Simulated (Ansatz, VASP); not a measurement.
## Ta2SiC: VASP beside Ansatz

```
CELL_PARAMETERS angstrom
2.72047 0.00000 0.00000
0.00000 2.72047 0.00000
0.00000 0.00000 9.48018
ATOMIC_POSITIONS crystal
Ta 0.00000 0.00000 0.78428
Ta 0.00000 0.00000 0.21572
Si 0.00000 0.00000 0.50000
C 0.00000 0.00000 0.00000
```

Alike in both runs: functional PBE; k mesh 6 × 6 × 2; occupations gaussian, width 0.1 eV; no spin polarisation.

Ansatz relaxed the structure, and its values are those at the end. VASP's run is a single point on that final structure, the one shown.

|  | VASP | Ansatz |
| --- | --- | --- |
| version | VASP 6.6.1 | Ansatz 0.2.0 |
| potentials or method | VASP PAW PBE potentials, release 64 (Ta_sv_GW, Si, C), cutoff 700 eV | scalar-relativistic, plane waves, PAW |
| valence electrons in the cell | 34 | 34 |

```tsv
	VASP	Ansatz	Ansatz less VASP
gap on the k mesh at the Fermi level (eV)	none	none	-
pressure (GPa)	-0.2	0.0	+0.20
```

A gap of «none» marks a metal or a gap that the smearing closes.

The k mesh is coarse, so the values compare programs but aren't converged. Neither program's run includes spin-orbit coupling.
